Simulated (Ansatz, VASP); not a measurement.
## Ge in VASP and in Ansatz

Contents of INCAR:

```
ALGO = Normal
EDIFF = 1E-6
ENCUT = 520
GGA = PS
ISIF = 2
ISMEAR = 0
LASPH = T
LCHARG = F
LREAL = F
LWAVE = F
NBANDS = 36
NELM = 100
PREC = Accurate
SIGMA = 0.15
```

File KPOINTS:

```
k-points
0
Gamma
  12 12 8
```

The input POSCAR:

```
Ge
1.0
    3.7970528728      0.0000000000      0.0000000000
   -1.8985264364      3.2883442473      0.0000000000
    0.0000000000      0.0000000000      6.2493425316
Ge
4
Direct
    0.0000000000      0.0000000000      0.0711500000
    0.0000000000      0.0000000000      0.5711500000
    0.3333333333      0.6666666667      0.7731449501
    0.6666666667      0.3333333333      0.3211500000
```

Input for Ansatz:

```yaml
crystal:
  lattice:
    - [3.7970528728, 0.0, 0.0]
    - [-1.8985264364, 3.2883442473, 0.0]
    - [0.0, 0.0, 6.2493425316]
  atoms:
    - { symbol: Ge, position: [0.0, 0.0, 0.07115] }
    - { symbol: Ge, position: [0.0, 0.0, 0.57115] }
    - { symbol: Ge, position: [0.3333333333, 0.6666666667, 0.7731449501] }
    - { symbol: Ge, position: [0.6666666667, 0.3333333333, 0.32115] }
basis:
  ecutwfc: 420
kpoints:
  mp_grid: { grid: [12, 12, 8] }
hamiltonian:
  xc: pbesol
scf:
  occupations: { method: gaussian, width: 0.15 }
output:
  forces: true
  stress: true
  eigenvalues: true
```

Alike in both runs: task single point; functional PBEsol; k mesh 12 × 12 × 8; occupations gaussian, width 0.15 eV; no spin polarisation.

|  | VASP | Ansatz |
| --- | --- | --- |
| version | VASP 6.6.1 | Ansatz 0.2.0 |
| potentials or method | VASP PAW PBE potentials, release 64 (Ge_d), cutoff 520 eV | scalar-relativistic, plane waves, PAW |
| valence electrons in the cell | 56 | 56 |

VASP gave:

- gap on the k mesh at the Fermi level (eV): none
- pressure (GPa): 1.3
- traceless stress, the component that is largest in VASP (GPa): -0.46
- rms of the force components (eV/Å): 0.362

**Question.** Which values does Ansatz return?

**Answer.** gap on the k mesh at the Fermi level (eV): none; pressure (GPa): 1.4; traceless stress, the component that is largest in VASP (GPa): -0.47; rms of the force components (eV/Å): 0.362.

VASP's potentials were made for PBE, not for PBEsol. Atom by atom the forces differ by 0.002 eV/Å (rms over components). A gap of «none» marks a metal or a gap that the smearing closes. The functional is the same, so the differences come from potentials, cutoffs and numerics.
